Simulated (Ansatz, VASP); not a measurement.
One calculation of Au, two programs

File INCAR:

```
SYSTEM = Au
ALGO     = Normal         ! electronic algorithm
EDIFF    = 1E-6           ! SCF threshold, eV
ENCUT    = 520            ! plane-wave cutoff, eV
GGA      = PE             ! functional
ISIF     = 2              ! what is computed and relaxed
ISMEAR   = 0              ! smearing method
LASPH    = .TRUE.         ! aspherical terms in the spheres
LCHARG   = .TRUE.         ! write CHGCAR
LELF     = .TRUE.         ! ELF
LREAL    = .FALSE.        ! projectors in reciprocal space
LVHAR    = .TRUE.       
LWAVE    = .FALSE.        ! write WAVECAR
NBANDS   = 12             ! bands
NELM     = 60             ! most SCF steps
PREC     = Accurate       ! precision mode
SIGMA    = 0.027000000000000003 ! smearing width, eV
```

File KPOINTS:

```
k-points
0
G
  11 11 11
  0 0 0
```

File POSCAR:

```
Au
1.0
    0.0000000000      2.0350000000      2.0350000000
    2.0350000000      0.0000000000      2.0350000000
    2.0350000000      2.0350000000      0.0000000000
Au
1
Direct
    0.0000000000      0.0000000000      0.0000000000
```

File input.yaml:

```yaml
crystal:
  lattice:
    - [0.0, 2.035, 2.035]
    - [2.035, 0.0, 2.035]
    - [2.035, 2.035, 0.0]
  atoms:
    - { symbol: Au, position: [0.0, 0.0, 0.0] }
kpoints:
  mp_grid: { grid: [11, 11, 11] }
scf:
  occupations: { method: gaussian, width: 0.027 }
hamiltonian:
  xc: pbe
  pseudopotentials: { kind: all_electron, lapw: { basis_error: 0.001 } }
output:
  forces: true
  stress: true
  eigenvalues: true
```

Alike in both runs: task single point; functional PBE; k mesh 11 × 11 × 11; occupations gaussian, width 0.027 eV; no spin polarisation.

|  | VASP | Ansatz |
| --- | --- | --- |
| version | VASP 6.6.1 | Ansatz 0.2.0 |
| potentials or method | VASP PAW PBE potentials, release 64 (Au), cutoff 520 eV | all-electron LAPW, scalar-relativistic |

VASP gave:

- gap on the k mesh at the Fermi level (eV): none
- pressure (GPa): 10.5

Estimate Ansatz's values.

gap on the k mesh at the Fermi level (eV): none; pressure (GPa): 10.8.

A gap of «none» marks a metal or a gap that the smearing closes. Ansatz ran all-electron here, and VASP with PAW potentials.

Neither program's run includes spin-orbit coupling.
